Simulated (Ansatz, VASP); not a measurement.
SrTiO3 in VASP and in Ansatz

```xyz
5
Lattice="3.9953 0.0000 0.0000 0.0000 3.9953 0.0000 0.0000 0.0000 3.8914" Properties=species:S:1:pos:R:3 pbc="T T T"
Sr    0.0192    0.0000    0.0000
Ti    2.0451    1.9976    1.9457
O    -0.0776    1.9976    1.9457
O     1.9127    0.0000    1.9457
O     1.9127    1.9976    0.0000
```

Change from the starting cell: mode 1 frozen in at -0.083 Å, equal normal strain along x and y +0.0267.

Alike in both runs: task single point; functional PBEsol; k mesh 8 × 8 × 8; occupations gaussian, width 0.05 eV; no spin polarisation.

```csv
,VASP,Ansatz
version,VASP 6.6.1,Ansatz 0.2.0
potentials or method,"VASP PAW PBE potentials, release 64 (Sr_sv, Ti_sv, O), cutoff 520 eV","scalar-relativistic, plane waves, PAW"
valence electrons in the cell,40,40
```

Ansatz gave:

| Property | Result |
| --- | --- |
| gap on the k mesh at the Fermi level (eV) | 1.81 |
| least direct gap on the mesh (eV) | 2.34 |
| pressure (GPa) | -7.7 |
| traceless stress, the component that is largest in VASP (GPa) | 2.68 |
| rms of the force components (eV/Å) | 0.078 |

Which values does VASP return?

gap on the k mesh at the Fermi level (eV): 1.77; least direct gap on the mesh (eV): 2.32; pressure (GPa): -7.1; traceless stress, the component that is largest in VASP (GPa): 2.70; rms of the force components (eV/Å): 0.067.

VASP's potentials were made for PBE, not for PBEsol, and Ansatz warns of the same on its side. Atom by atom the forces differ by 0.015 eV/Å (rms over components).
